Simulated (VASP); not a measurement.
# Pt (P6_3/mmc) in VASP: notebook

The runs below take Pt through single point, relaxation of cell and atoms, with PBE.

Program: VASP 6.6.1. These are calculated values, not measurements. Logs are shortened: lines on timing, memory, paths and dates and some standing lists are left out, and cuts for length are marked.

## 1. The cell of the first run

Symmetry: P6_3/mmc, No. 194, hexagonal system. Conventional cell: a = 2.757 Å, b = 2.757 Å, c = 4.785 Å, α = 90.00°, β = 90.00°, γ = 120.00°. Within 3.6 Å of Pt (site symmetry -6m2) lie 12 Pt at 2.76 to 2.87 Å.

## 2. Single point, PBE

The input, INCAR:

```
SYSTEM = Pt
PREC     = Accurate       ! precision mode
ENCUT    = 520            ! plane-wave cutoff, eV
EDIFF    = 1E-6           ! SCF threshold, eV
ISMEAR   = 0              ! smearing method
SIGMA    = 0.05           ! smearing width, eV
LREAL    = .FALSE.        ! projectors in reciprocal space
LASPH    = .TRUE.         ! aspherical terms in the spheres
NELM     = 60             ! most SCF steps
ALGO     = Normal         ! electronic algorithm
ISIF     = 2              ! what is computed and relaxed
LWAVE    = .FALSE.        ! write WAVECAR
LCHARG   = .TRUE.         ! write CHGCAR
GGA      = PE             ! functional
LELF     = .TRUE.         ! ELF
LVHAR    = .TRUE.       
NBANDS   = 17             ! bands
```

The input, KPOINTS:

```
Automatic mesh
0
G
  18 18 10
  0 0 0
```

The input, POSCAR:

```
Pt
1.0
    2.7574029845      0.0000000000      0.0000000000
   -1.3787014922      2.3879810330      0.0000000000
    0.0000000000      0.0000000000      4.7848290978
Pt
2
Direct
    0.3333333333      0.6666666667      0.7500000000
    0.6666666667      0.3333333333      0.2500000000
```

Potentials or basis: VASP PAW PBE potentials, release 64 (Pt).

The run is started by

```bash
$ cat potpaw_PBE.64/Pt/POTCAR > POTCAR
$ mpirun -np 1 vasp_std > vasp.out
```

OUTCAR:

```text
SYSTEM = Pt
   PREC = Accurate
   ENCUT = 520
   EDIFF = 1E-6
   ISMEAR = 0
   LREAL = .FALSE.
   LASPH = .TRUE.
   NELM = 60
   ISIF = 2
   GGA = PE

 ion  position               nearest neighbor table
   1  0.333  0.667  0.750-   2 2.87   2 2.87   2 2.87   2 2.87   2 2.87   2 2.87
   2  0.667  0.333  0.250-   1 2.87   1 2.87   1 2.87   1 2.87   1 2.87   1 2.87

  LATTYP: Found a hexagonal cell.
 ALAT       =     2.7574029845
 C/A-ratio  =     1.7352665260

  Lattice vectors:

 A1 = (   2.7574029845,   0.0000000000,   0.0000000000)
 A2 = (  -1.3787014922,   2.3879810330,   0.0000000000)
 A3 = (   0.0000000000,   0.0000000000,   4.7848290978)

Analysis of symmetry for initial positions (statically):
=====================================================================
 Subroutine PRICEL returns:
 Original cell was already a primitive cell.

 Routine SETGRP: Setting up the symmetry group for a
 hexagonal supercell.

 Subroutine GETGRP returns: Found 24 space group operations
 (whereof 12 operations were pure point group operations)
 out of a pool of 24 trial point group operations.

The static configuration has the point symmetry D_3d.
 The point group associated with its full space group is D_6h.

Analysis of symmetry for dynamics (positions and initial velocities):
=====================================================================
 Subroutine PRICEL returns:
 Original cell was already a primitive cell.

 Routine SETGRP: Setting up the symmetry group for a
 hexagonal supercell.

 Subroutine GETGRP returns: Found 24 space group operations
 (whereof 12 operations were pure point group operations)
 out of a pool of 24 trial point group operations.

The dynamic configuration has the point symmetry D_3d.
 The point group associated with its full space group is D_6h.

 Subroutine INISYM returns: Found 24 space group operations
 (whereof 12 operations are pure point group operations),
 and found     1 'primitive' translations

----------------------------------------------------------------------------------------

                                     Primitive cell

  volume of cell :      31.5063

  direct lattice vectors                    reciprocal lattice vectors
     2.757402985  0.000000000  0.000000000     0.362660085  0.209381898  0.000000000
    -1.378701492  2.387981033  0.000000000     0.000000000  0.418763795  0.000000000
     0.000000000  0.000000000  4.784829098     0.000000000  0.000000000  0.208993880

  length of vectors
     2.757402985  2.757402984  4.784829098     0.418763795  0.418763795  0.208993880

  position of ions in fractional coordinates (direct lattice)
     0.333333333  0.666666667  0.750000000
     0.666666667  0.333333333  0.250000000

  ion indices of the primitive-cell ions
   primitive index   ion index
                 1           1
                 2           2

----------------------------------------------------------------------------------------

 KPOINTS: Automatic mesh

Automatic generation of k-mesh.
 Grid dimensions read from file:
 generate k-points for:   18   18   10

 Generating k-lattice:

  Cartesian coordinates                     Fractional coordinates (reciprocal lattice)
     0.020147782  0.011632328  0.000000000     0.055555556  0.000000000  0.000000000
     0.000000000  0.023264655  0.000000000     0.000000000  0.055555556  0.000000000
     0.000000000  0.000000000  0.020899388     0.000000000  0.000000000  0.100000000

  Length of vectors
     0.023264655  0.023264655  0.020899388

  Shift w.r.t. Gamma in fractional coordinates (k-lattice)
     0.000000000  0.000000000  0.000000000

 Subroutine IBZKPT returns following result:
 ===========================================

 Found    222 irreducible k-points:

 Following reciprocal coordinates:
            Coordinates               Weight
  0.000000  0.000000  0.000000      1.000000
  0.055556 -0.000000  0.000000      6.000000
  0.111111 -0.000000  0.000000      6.000000
  0.166667 -0.000000  0.000000      6.000000
  0.222222 -0.000000  0.000000      6.000000
  0.277778  0.000000  0.000000      6.000000
[... 16 lines left out ...]
  0.333333  0.111111  0.000000     12.000000
  0.388889  0.111111  0.000000     12.000000
 [... further k-points ...]
   k-points           NKPTS =    222   k-points in BZ     NKDIM =    222   number of bands    NBANDS=     17
   number of dos      NEDOS =    301   number of ions     NIONS =      2
   total plane-waves  NPLWV =  20736
   dimension x,y,z NGX =    24 NGY =   24 NGZ =   36
   dimension x,y,z NGXF=    48 NGYF=   48 NGZF=   72
   ions per type =               2
   NGX,Y,Z   is equivalent  to a cutoff of  14.47, 14.47, 12.51 a.u.
   NGXF,Y,Z  is equivalent  to a cutoff of  28.94, 28.94, 25.02 a.u.
 SYSTEM =  Pt
   PREC   = accura    normal or accurate (medium, high low for compatibility)
   ISTART =      0    job   : 0-new  1-cont  2-samecut
   ICHARG =      2    charge: 1-file 2-atom 10-const
   ISPIN  =      1    spin polarized calculation?
   LNONCOLLINEAR =      F non collinear calculations
   LSORBIT =      F    spin-orbit coupling
   LASPH  =      T    aspherical Exc in radial PAW
   ENCUT  =  520.0 eV  38.22 Ry    6.18 a.u.   5.13  5.13  8.90*2*pi/ulx,y,z
   NELM   =     60;   NELMIN=  2; NELMDL= -5     # of ELM steps
   EDIFF  = 0.1E-05   stopping-criterion for ELM
   LREAL  =      F    real-space projection
   EDIFFG = 0.1E-04   stopping-criterion for IOM
   NSW    =      0    number of steps for IOM
   IBRION =     -1    ionic relax: 0-MD 1-quasi-New 2-CG
   NFREE  =      0    steps in history (QN), initial steepest desc. (CG)
   ISIF   =      2    stress and relaxation
   ISYM   =      2    0-nonsym 1-usesym 2-fastsym
   POTIM  = 0.5000    time-step for ionic-motion
   TEBEG  =    0.0;   TEEND  =   0.0 temperature during run
   PSTRESS=    0.0 pullay stress
   NELECT =      20.0000    total number of electrons
   NUPDOWN=      -1.0000    fix difference up-down
   EMIN   =  10.00;   EMAX   =-10.00  energy-range for DOS
   EFERMI =   0.00;   METHOD = LEGACY
   ISMEAR =     0;   SIGMA  =   0.05  broadening in eV -4-tet -1-fermi 0-gaus
   EFERMI_NEDOS =   21; number of points for ismear=-14 and -15
   IALGO  =     38    algorithm
   IMIX   =      4    mixing-type and parameters
     AMIX     =   0.40;   BMIX     =  1.00
     AMIX_MAG =   1.60;   BMIX_MAG =  1.00
  volume/ion in A,a.u.               =      15.75       106.31
  Fermi-wavevector in a.u.,A,eV,Ry     =   1.406973  2.658793 26.933712  1.979572
  Thomas-Fermi vector in A             =   2.529279
   LORBIT       =      0    0 simple, 1 ext, 2 COOP (PROOUT), +10 PAW based schemes
   GGA     = PE    functional components
   LHFCALC =     F    Hartree Fock is set to
   AEXX    =    0.0000 exact exchange contribution
   IVDW    =     0    specifies the selected vdW correction
   LEPSILON=     F    determine dielectric tensor
   LRPA    =     F    only Hartree local field effects (RPA)
 non-spin polarized calculation
 Gauss-broadening in eV      SIGMA  =   0.05
  energy-cutoff  :      520.00
  volume of cell :       31.51
 maximum number of plane-waves:       864
 NGX is ok and might be reduce to    24
   NGX = 11   NGY = 11   NGZ = 17

 number of electron      20.0000004 magnetization

 Free energy of the ion-electron system (eV)
  ---------------------------------------------------
  ext. energy  EPLUGINS =         0.00000000
  ---------------------------------------------------
  free energy    TOTEN  =       -12.08244669 eV

  energy without entropy =      -12.07745000  energy(sigma->0) =      -12.07994834

 E-fermi :  10.4109     XC(G=0): -13.2245

 val. band max:       10.4085449848   @ k =   0.1667  -0.0000   0.4000
 cond. band min:      10.4145662161   @ k =   0.3889   0.1667   0.1000
 fundamental gap:      0.0060212313
 Fermi energy:        10.4109349871

 k-point     1 :       0.0000    0.0000    0.0000
  band No.  band energies     occupation
      1       0.7066      2.00000
      2       3.3491      2.00000
      3       6.4818      2.00000
      4       6.9888      2.00000
      5       6.9888      2.00000
      6       7.3543      2.00000
[... 9 lines left out ...]
     16      27.7012      0.00000
     17      31.5151      0.00000

 k-point     2 :       0.0556   -0.0000    0.0000
  band No.  band energies     occupation
      1       0.8193      2.00000
      2       3.4533      2.00000
      3       6.4739      2.00000
      4       6.9805      2.00000
      5       7.0747      2.00000
      6       7.2981      2.00000
[... 9 lines left out ...]
     16      27.8517      0.00000
     17      30.8294      0.00000

 k-point     3 :       0.1111   -0.0000    0.0000
  band No.  band energies     occupation
      1       1.1491      2.00000
      2       3.7476      2.00000
      3       6.3923      2.00000
      4       6.9961      2.00000
      5       7.1947      2.00000
      6       7.3285      2.00000
[... 9 lines left out ...]
     16      28.0357      0.00000
     17      29.7428      0.00000

 k-point     4 :       0.1667   -0.0000    0.0000
  band No.  band energies     occupation
      1       1.6685      2.00000
      2       4.1602      2.00000
      3       6.2400      2.00000
      4       6.8430      2.00000
      5       7.1027      2.00000
      6       7.3798      2.00000
[... 9 lines left out ...]
     16      28.0459      0.00000
     17      28.3938      0.00000
[... 343 lines left out ...]
      1       3.9027      2.00000
      2       4.7344      2.00000
      3       5.3585      2.00000
      4       6.3114      2.00000
      5       6.9570      2.00000
      6       7.0657      2.00000
[... 9 lines left out ...]
     16      25.5230      0.00000
     17      26.2580      0.00000

 k-point    23 :       0.3333    0.1111    0.0000
  band No.  band energies     occupation
      1       4.2338      2.00000
      2       4.5402      2.00000
      3       5.0592      2.00000
      4       6.7219      2.00000
      5       6.9894      2.00000
      6       7.3378      2.00000
[... 9 lines left out ...]
     16      24.2133      0.00000
     17      24.8449      0.00000

 k-point    24 :       0.3889    0.1111    0.0000
  band No.  band energies     occupation
      1       4.3335      2.00000
      2       4.4225      2.00000
      3       4.8767      2.00000
      4       6.9930      2.00000
      5       7.1833      2.00000
      6       7.2605      2.00000
[... 9 lines left out ...]
     16      22.6922      0.00000
     17      24.2928      0.00000

 [... further k-points ...]

------------------------ aborting loop because EDIFF is reached ----------------------------------------

  FORCE on cell =-STRESS in cart. coord.  units (eV):
  Direction    XX          YY          ZZ          XY          YZ          ZX
  --------------------------------------------------------------------------------------
  -------------------------------------------------------------------------------------
  Total       -0.0894132     -0.0894132     -0.1159100     -0.0000000     -0.0000000      0.0000000
  in kB       -4.5468933     -4.5468933     -5.8943217     -0.0000000     -0.0000000      0.0000000
  external PRESSURE =      -4.9960361 kB  Pullay stress =       0.0000000 kB

 VOLUME and BASIS-vectors are now :
 -----------------------------------------------------------------------------
  energy-cutoff  :      520.00
  volume of cell :       31.51
      direct lattice vectors                 reciprocal lattice vectors
     2.757402985  0.000000000  0.000000000     0.362660085  0.209381898  0.000000000
    -1.378701492  2.387981033  0.000000000     0.000000000  0.418763795  0.000000000
     0.000000000  0.000000000  4.784829098     0.000000000  0.000000000  0.208993880

 POSITION                                       TOTAL-FORCE (eV/Angst)
 -----------------------------------------------------------------------------------
     -0.00000      1.59199      3.58862        -0.000000      0.000000      0.000000
      1.37870      0.79599      1.19621         0.000000     -0.000000      0.000000
 -----------------------------------------------------------------------------------
    total drift:                               -0.000000      0.000000     -0.000000

  FREE ENERGIE OF THE ION-ELECTRON SYSTEM (eV)
  ---------------------------------------------------
  free  energy   TOTEN  =       -12.0824466924 eV

  energy  without entropy=      -12.0774499976  energy(sigma->0) =      -12.07994834
```

Run time: 88 s. Hardware: 1 thread of AMD EPYC 7R13 (Zen 3), shared host; peak memory 0.2 GiB.

What came out:

- Free energy: -12.0824 eV
- Pressure: -0.5 GPa
- Band gap on the k mesh: zero (band 10 reaches 10.91 eV, above the bottom of band 11 at 9.63 eV)

Stress tensor (GPa, compression positive):
```
-0.45  0.00  0.00
 0.00 -0.45  0.00
 0.00  0.00 -0.59
```

Caveat: spin-orbit coupling is left out, which moves the levels of the heavy elements.

## 3. Relaxation of cell and atoms, PBE

This run uses another cell than the first one, of 15.06 Å³/atom, 0.956 times its volume.

The input, INCAR:

```
SYSTEM = Pt
  PREC = Accurate
  ENCUT = 500
  EDIFF = 1E-7
  ISMEAR = 0
  SIGMA = 0.05
  LREAL = .FALSE.
  LASPH = .TRUE.
  NELM = 120
  ALGO = Normal
  ISIF = 3
  LWAVE = .FALSE.
  LCHARG = .FALSE.
  GGA = PE
  IBRION = 2
  NSW = 80
  EDIFFG = -0.01
  GGA_COMPAT = .FALSE.
  NELMIN = 4
```

KPOINTS is that of step 2.

The input, POSCAR:

```
Pt
1.0
    2.7716678567      0.0000000000      0.0000000000
   -1.3858339283      2.4003347747      0.0000000000
    0.0000000000      0.0000000000      4.5270574992
Pt
2
Direct
    0.3333333333      0.6666666667      0.7500000000
    0.6666666667      0.3333333333      0.2500000000
```

Potentials or basis: VASP PAW PBE potentials, release 64 (Pt).

The run is started by

```bash
$ cat potpaw_PBE.64/Pt/POTCAR > POTCAR
$ mpirun -np 1 vasp_std > vasp.out
```

Run time: 8.8 min. Hardware: 1 thread of Intel Xeon 8259CL, shared host; peak memory 0.21 GiB.

It converged, with:

| Item | Value |
| --- | --- |
| Free energy | -12.0815 eV |
| Relaxed volume | 15.72 Å³/atom |
| Relaxed cell | a = 2.756 Å, b = 2.756 Å, c = 4.780 Å, α = 90.00°, β = 90.00°, γ = 120.00° |
| Space group after relaxing (to 0.05 Å) | P6_3/mmc (No. 194) |
| Energy gained by relaxing | 41.1 meV/atom |
| Ionic steps | 9 |
| Pressure after relaxing | 0.0 GPa |
| Band gap on the k mesh | zero (band 10 reaches 10.94 eV, above the bottom of band 11 at 9.66 eV) |

The path:
| step | energy change (eV) | largest force (eV/Å) | pressure (GPa) | volume (Å³) |
| --- | --- | --- | --- | --- |
| 1 | 0.0000 | 0.0000 | 11.54 | 30.12 |
| 2 | 0.1791 | 0.0000 | -19.88 | 35.08 |
| 3 | -0.0569 | 0.0000 | -1.77 | 31.63 |
| 4 | -0.0570 | 0.0000 | -1.38 | 31.58 |
| 5 | -0.0800 | 0.0000 | -0.39 | 31.47 |
| 6 | -0.0822 | 0.0000 | 0.17 | 31.43 |
| 7 | -0.0822 | 0.0000 | 0.23 | 31.42 |
| 8 | -0.0822 | 0.0000 | -0.47 | 31.51 |
| 9 | -0.0823 | 0.0000 | 0.01 | 31.45 |

Final structure:
```
CELL_PARAMETERS angstrom
2.75633 0.00000 0.00000
-1.37817 2.38705 0.00000
0.00000 0.00000 4.77992
ATOMIC_POSITIONS crystal
Pt 0.33333 0.66667 0.75000
Pt 0.66667 0.33333 0.25000
```

Levels at points of the mesh, in eV from the Fermi level:
```tsv
k point	band 6	band 7	band 8	band 9	band 10	band 11	band 12	band 13	band 14
(0.00, 0.00, 0.00)	-3.06	-3.06	-1.80	-1.80	-0.71	-0.21	-0.21	4.73	15.12
(0.50, 0.00, 0.00)	-2.92	-2.59	0.02	0.30	0.50	2.28	3.77	7.30	8.87
(0.00, 0.00, 0.50)	-3.43	-3.43	-3.43	-0.79	-0.79	-0.79	-0.79	11.98	11.98
(0.50, 0.00, 0.50)	-1.80	-0.84	-0.84	0.41	0.41	1.71	1.71	6.50	6.50
```

Caveat: spin-orbit coupling is left out, which moves the levels of the heavy elements.
